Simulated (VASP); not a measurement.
# Mg3ZrN2 (P6/mmm) in VASP: single point with PBE

Aim: the single point of Mg3ZrN2 with PBE.

Everything below comes from runs of VASP 6.6.1. Logs are shortened: lines on timing, memory, paths and dates and some standing lists are left out, and cuts for length are marked.

**1. The cell of the first run**

The structure is hexagonal, space group P6/mmm (No. 191). Conventional cell: a = 3.806 Å, b = 3.806 Å, c = 8.625 Å, α = 90.00°, β = 90.00°, γ = 120.00°. Mg (site symmetry -6m2) has 3 Mg at 2.20 Å and 3 Zr at 2.20 Å within 2.9 Å. Within 2.5 Å of Mg (site symmetry 6/mmm) lie 2 N at 1.90 Å. Within 2.9 Å of Zr (site symmetry 6/mmm) lie 6 Mg at 2.20 Å and 2 N at 2.42 Å. Within 2.5 Å of N (site symmetry 6mm) lie 1 Mg at 1.90 Å and 1 Zr at 2.42 Å.

**2. Single point, PBE**

The input, INCAR:

```
PREC = Accurate
ENCUT = 520
EDIFF = 1E-7
ISMEAR = 0
SIGMA = 0.1
LREAL = F
LASPH = T
NELM = 100
ALGO = Normal
ISIF = 2
LWAVE = F
LCHARG = T
GGA = PE
LELF = T
LVHAR = T
NBANDS = 23
```

The input, KPOINTS:

```
regular mesh
0
Gamma
  6 6 2
```

The input, POSCAR:

```
Mg3ZrN2
1.0
    3.8064074400      0.0000000000      0.0000000000
   -1.9032037200      3.2964455400      0.0000000000
    0.0000000000      0.0000000000      8.6251321300
Mg Zr N
3 1 2
Direct
    0.3333333300      0.6666666700      0.5000000000
    0.6666666700      0.3333333300      0.5000000000
    0.0000000000      0.0000000000      0.0000000000
    0.0000000000      0.0000000000      0.5000000000
    0.0000000000      0.0000000000      0.7800964500
    0.0000000000      0.0000000000      0.2199035500
```

Potentials or basis: VASP PAW PBE potentials, release 64 (Mg, Zr_sv, N).

On the command line:

```
cat potpaw_PBE.64/Mg/POTCAR potpaw_PBE.64/Zr_sv/POTCAR potpaw_PBE.64/N/POTCAR > POTCAR
mpirun -np 1 vasp_std > vasp.out
```

OUTCAR:

```text
PREC = Accurate
   ENCUT = 520
   EDIFF = 1E-7
   ISMEAR = 0
   LREAL = F
   LASPH = T
   NELM = 100
   ISIF = 2
   GGA = PE

 ion  position               nearest neighbor table
   1  0.333  0.667  0.500-   2 2.20   4 2.20   2 2.20   4 2.20   4 2.20   2 2.20
   2  0.667  0.333  0.500-   1 2.20   4 2.20   1 2.20   4 2.20   4 2.20   1 2.20
   3  0.000  0.000  0.000-   5 1.90   6 1.90
   4  0.000  0.000  0.500-   1 2.20   2 2.20   1 2.20   2 2.20   2 2.20   1 2.20   5 2.42   6 2.42

   5  0.000  0.000  0.780-   3 1.90   4 2.42
   6  0.000  0.000  0.220-   3 1.90   4 2.42

  LATTYP: Found a hexagonal cell.
 ALAT       =     3.8064074400
 C/A-ratio  =     2.2659508384

  Lattice vectors:

 A1 = (   3.8064074400,   0.0000000000,   0.0000000000)
 A2 = (  -1.9032037200,   3.2964455400,   0.0000000000)
 A3 = (   0.0000000000,   0.0000000000,   8.6251321300)

Analysis of symmetry for initial positions (statically):
=====================================================================
 Subroutine PRICEL returns:
 Original cell was already a primitive cell.

 Routine SETGRP: Setting up the symmetry group for a
 hexagonal supercell.

 Subroutine GETGRP returns: Found 24 space group operations
 (whereof 24 operations were pure point group operations)
 out of a pool of 24 trial point group operations.

The static configuration has the point symmetry D_6h.

Analysis of symmetry for dynamics (positions and initial velocities):
=====================================================================
 Subroutine PRICEL returns:
 Original cell was already a primitive cell.

 Routine SETGRP: Setting up the symmetry group for a
 hexagonal supercell.

 Subroutine GETGRP returns: Found 24 space group operations
 (whereof 24 operations were pure point group operations)
 out of a pool of 24 trial point group operations.

The dynamic configuration has the point symmetry D_6h.

 Subroutine INISYM returns: Found 24 space group operations
 (whereof 24 operations are pure point group operations),
 and found     1 'primitive' translations

----------------------------------------------------------------------------------------

                                     Primitive cell

  volume of cell :     108.2248

  direct lattice vectors                    reciprocal lattice vectors
     3.806407440  0.000000000  0.000000000     0.262714913  0.151678526  0.000000000
[... 84 lines left out ...]
   LREAL  =      F    real-space projection
   EDIFFG = 0.1E-05   stopping-criterion for IOM
   NSW    =      0    number of steps for IOM
   IBRION =     -1    ionic relax: 0-MD 1-quasi-New 2-CG
   NFREE  =      0    steps in history (QN), initial steepest desc. (CG)
   ISIF   =      2    stress and relaxation
   ISYM   =      2    0-nonsym 1-usesym 2-fastsym
   POTIM  = 0.5000    time-step for ionic-motion
   TEBEG  =    0.0;   TEEND  =   0.0 temperature during run
   PSTRESS=    0.0 pullay stress
   NELECT =      28.0000    total number of electrons
   NUPDOWN=      -1.0000    fix difference up-down
   EMIN   =  10.00;   EMAX   =-10.00  energy-range for DOS
   EFERMI =   0.00;   METHOD = LEGACY
   ISMEAR =     0;   SIGMA  =   0.10  broadening in eV -4-tet -1-fermi 0-gaus
   EFERMI_NEDOS =   21; number of points for ismear=-14 and -15
   IALGO  =     38    algorithm
   IMIX   =      4    mixing-type and parameters
     AMIX     =   0.40;   BMIX     =  1.00
     AMIX_MAG =   1.60;   BMIX_MAG =  1.00
  volume/ion in A,a.u.               =      18.04       121.72
  Fermi-wavevector in a.u.,A,eV,Ry     =   1.043162  1.971291 14.805690  1.088187
  Thomas-Fermi vector in A             =   2.177859
   LORBIT       =      0    0 simple, 1 ext, 2 COOP (PROOUT), +10 PAW based schemes
   GGA     = PE    functional components
   LHFCALC =     F    Hartree Fock is set to
   AEXX    =    0.0000 exact exchange contribution
   IVDW    =     0    specifies the selected vdW correction
   LEPSILON=     F    determine dielectric tensor
   LRPA    =     F    only Hartree local field effects (RPA)
 non-spin polarized calculation
 Gauss-broadening in eV      SIGMA  =   0.10
  energy-cutoff  :      520.00
  volume of cell :      108.22
 maximum number of plane-waves:      2958
   NGX = 15   NGY = 15   NGZ = 33

 number of electron      28.0000001 magnetization

 Free energy of the ion-electron system (eV)
  ---------------------------------------------------
  ext. energy  EPLUGINS =         0.00000000
  ---------------------------------------------------
  free energy    TOTEN  =       -10.35023916 eV

  energy without entropy =      -10.33353933  energy(sigma->0) =      -10.34188924

 E-fermi :   2.5469     XC(G=0):  -8.8251

 val. band max:        2.4910392084   @ k =   0.1667   0.1667   0.5000
 cond. band min:       2.5549880554   @ k =   0.1667   0.1667   0.5000
 fundamental gap:      0.0639488470
 Fermi energy:         2.5468689767

 k-point     1 :       0.0000    0.0000    0.0000
  band No.  band energies     occupation
      1     -45.2482      2.00000
      2     -23.9626      2.00000
      3     -23.9626      2.00000
      4     -23.1250      2.00000
      5      -9.6359      2.00000
      6      -9.2395      2.00000
[... 353 lines left out ...]
     22       8.8389      0.00000
     23       8.9928      0.00000

------------------------ aborting loop because EDIFF is reached ----------------------------------------

  FORCE on cell =-STRESS in cart. coord.  units (eV):
  Direction    XX          YY          ZZ          XY          YZ          ZX
  --------------------------------------------------------------------------------------
  -------------------------------------------------------------------------------------
  Total       50.4677427     50.4677427    -20.1758322      0.0000000     -0.0000000      0.0000000
  in kB      747.1323255    747.1323255   -298.6861634      0.0000000     -0.0000000      0.0000000
  external PRESSURE =     398.5261625 kB  Pullay stress =       0.0000000 kB

 VOLUME and BASIS-vectors are now :
 -----------------------------------------------------------------------------
  energy-cutoff  :      520.00
  volume of cell :      108.22
      direct lattice vectors                 reciprocal lattice vectors
     3.806407440  0.000000000  0.000000000     0.262714913  0.151678526  0.000000000
    -1.903203720  3.296445540  0.000000000     0.000000000  0.303357052  0.000000000
     0.000000000  0.000000000  8.625132130     0.000000000  0.000000000  0.115940253

 POSITION                                       TOTAL-FORCE (eV/Angst)
 -----------------------------------------------------------------------------------
     -0.00000      2.19763      4.31257         0.000000     -0.000000      0.000000
      1.90320      1.09882      4.31257        -0.000000     -0.000000      0.000000
      0.00000      0.00000      0.00000        -0.000000      0.000000      0.000000
      0.00000      0.00000      4.31257        -0.000000      0.000000      0.000000
      0.00000      0.00000      6.72843        -0.000000      0.000000     -5.180988
      0.00000      0.00000      1.89670         0.000000     -0.000000      5.180988
 -----------------------------------------------------------------------------------
    total drift:                               -0.000000     -0.000000      0.000000

  FREE ENERGIE OF THE ION-ELECTRON SYSTEM (eV)
  ---------------------------------------------------
  free  energy   TOTEN  =       -10.3502391565 eV

  energy  without entropy=      -10.3335393298  energy(sigma->0) =      -10.34188924
```

OSZICAR:

```text
N       E                     dE             d eps       ncg     rms          rms(c)
DAV:   1     0.200986599923E+03    0.20099E+03   -0.13280E+04   644   0.107E+03
DAV:   2     0.218485148111E+01   -0.19880E+03   -0.19063E+03   840   0.274E+02
DAV:   3    -0.134925600527E+02   -0.15677E+02   -0.15255E+02  1058   0.654E+01
DAV:   4    -0.139251665679E+02   -0.43261E+00   -0.42960E+00   815   0.997E+00
DAV:   5    -0.139368456961E+02   -0.11679E-01   -0.11678E-01   910   0.130E+00    0.209E+01
DAV:   6    -0.139106083408E+02    0.26237E-01   -0.31177E+01   749   0.169E+01    0.187E+01
DAV:   7    -0.108403550039E+02    0.30703E+01   -0.23482E+01   824   0.112E+01    0.102E+01
DAV:   8    -0.103662058718E+02    0.47415E+00   -0.12892E+00   837   0.536E+00    0.260E+00
DAV:   9    -0.103525089106E+02    0.13697E-01   -0.17653E-01   878   0.234E+00    0.111E+00
DAV:  10    -0.103500867410E+02    0.24222E-02   -0.13842E-02   765   0.566E-01    0.443E-01
DAV:  11    -0.103502679176E+02   -0.18118E-03   -0.70520E-03   817   0.578E-01    0.117E-01
DAV:  12    -0.103501679999E+02    0.99918E-04   -0.68327E-04   848   0.124E-01    0.420E-02
DAV:  13    -0.103502360819E+02   -0.68082E-04   -0.93755E-05   693   0.488E-02    0.169E-02
DAV:  14    -0.103502383505E+02   -0.22685E-05   -0.17191E-05   838   0.199E-02    0.489E-03
DAV:  15    -0.103502391995E+02   -0.84906E-06   -0.22715E-06   757   0.881E-03    0.210E-03
DAV:  16    -0.103502391565E+02    0.43003E-07   -0.28824E-07   753   0.269E-03
   1 F= -.10350239E+02 E0= -.10341889E+02  d E =-.166998E-01
```

stdout:

```text
POSCAR found type information on POSCAR MgZrN
 POSCAR found :  3 types and       6 ions
 scaLAPACK will be used
 LDA part: xc-table for (Slater+PW92), standard interpolation
 POSCAR, INCAR and KPOINTS ok, starting setup
 FFT: planning ... GRIDC
 FFT: planning ... GRID_SOFT
 FFT: planning ... GRID
 WAVECAR not read
 entering main loop
```

Wall time 60 s (1 thread of Intel Xeon Platinum 8375C at 2.90GHz (Ice Lake), shared host); peak memory 0.22 GiB.

Results:

```
Free energy            : -10.3502 eV
Pressure               : 39.9 GPa
Largest force          : 5.181 eV/Å
Band gap on the k mesh : zero (band 14 reaches 2.79 eV, above the bottom of band 15 at 2.44 eV)
```

Forces in eV/Å, atoms in the order of the input:
```
Mg   0.000  0.000  0.000
Mg   0.000  0.000  0.000
Mg   0.000  0.000  0.000
Zr   0.000  0.000  0.000
N    0.000  0.000 -5.181
N    0.000  0.000  5.181
```

Caveat: the k points lie up to 0.36 Å⁻¹ apart; forces of over 1 eV/Å act on the atoms, so gaps and moduli don't describe the material at rest.
